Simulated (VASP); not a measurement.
Here is a VASP 6.6.1 calculation.

The input INCAR:

```
SYSTEM = SiO2
  ALGO = Normal
  EDIFF = 1E-6
  ENCUT = 520
  ISIF = 2
  ISMEAR = 0
  LASPH = .TRUE.
  LCHARG = .FALSE.
  LREAL = Auto
  LWAVE = .FALSE.
  NBANDS = 53
  NELM = 60
  PREC = Accurate
  SIGMA = 0.02
```

The input KPOINTS:

```
k-points
0
G
  4 4 4
  0 0 0
```

File POSCAR:

```
SiO2
1.0
    6.8870577816      0.0000000000      0.0000000000
    0.0000000000      6.8870577816      0.0000000000
    0.0000000000      0.0000000000      6.4001249699
Si O
5 10
Direct
    0.2692498435      0.0000000000      0.1193140972
    0.0000000000      0.7307501565      0.8806859028
    0.0000000000      0.2692498435      0.8806859028
    0.7307501565      0.0000000000      0.1193140972
    0.0000000000      0.0000000000      0.5000000000
    0.1919033300      0.0000000000      0.3565740649
    0.0000000000      0.8080966700      0.6434259351
    0.0000000000      0.1919033300      0.6434259351
    0.8080966700      0.0000000000      0.3565740649
    0.1914476445      0.1914476445      0.0000000000
    0.1914476445      0.8085523555      0.0000000000
    0.8085523555      0.1914476445      0.0000000000
    0.8085523555      0.8085523555      0.0000000000
    0.5000000000      0.0000000000      0.1207156002
    0.0000000000      0.5000000000      0.8792843998
```

Potentials or basis: VASP PAW LDA potentials, release 64 (Si, O).

Launch:

```bash
$ cat potpaw_LDA.64/Si/POTCAR potpaw_LDA.64/O/POTCAR > POTCAR
$ mpirun -np 1 vasp_std > vasp.out
```

**Question.** Estimate the band gap on the k mesh.

**Answer.** 5.64 eV (least direct gap 5.69 eV).

**Question.** Predict the pressure.

**Answer.** 0.4 GPa.

Forces in eV/Å, atoms in the order of the input:
```
Si   0.084  0.000  0.020
Si   0.000 -0.084 -0.020
Si   0.000  0.084 -0.020
Si  -0.084  0.000  0.020
Si   0.000  0.000  0.000
O    0.010  0.000  0.014
O    0.000 -0.010 -0.014
O    0.000  0.010 -0.014
O   -0.010  0.000  0.014
O    0.014  0.014  0.000
O    0.014 -0.014  0.000
O   -0.014  0.014  0.000
O   -0.014 -0.014  0.000
O    0.000  0.000 -0.003
O    0.000  0.000  0.003
```

A k mesh can miss the band edges.
